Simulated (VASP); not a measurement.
SiC, 2 atoms in the cell. The structure is cubic, space group F-43m (No. 216). Conventional cell: a = 4.354 Å, b = 4.354 Å, c = 4.354 Å, α = 90.00°, β = 90.00°, γ = 90.00°. Si (site symmetry -43m) has 4 C at 1.89 Å within 2.5 Å. C (site symmetry -43m) has 4 Si at 1.89 Å within 2.5 Å. 

```yaml
Program: VASP 6.6.1
Task: single point
Functional: r2SCAN
Potentials_or_basis: VASP PAW PBE potentials, release 64 (Si, C)
Cutoff: 660 eV
k_mesh: 9 × 9 × 9
Occupations: gaussian, width 0.01 eV
Spin: no spin polarisation
Dipole_correction: no
Further_INCAR_settings: ALGO = Normal; EDIFF = 1e-06; NBANDS = 11
```

Potentials or basis: VASP PAW PBE potentials, release 64 (Si, C).

Run with:

```bash
$ cat potpaw_PBE.64/Si/POTCAR potpaw_PBE.64/C/POTCAR > POTCAR
$ cp INCAR.step1 INCAR
$ mpirun -np 1 vasp_std > vasp.out
$ cp INCAR.step2 INCAR
$ mpirun -np 1 vasp_std > vasp.out
```

Hardware: 1 thread of AMD EPYC 9R45 (Zen 5), with other jobs on the host.

Task: How long does it take, and how much memory?

Result: Wall time 65 s on 1 thread of AMD EPYC 9R45 (Zen 5) (shared host), peak memory 0.13 GiB. Counts: k points 35.
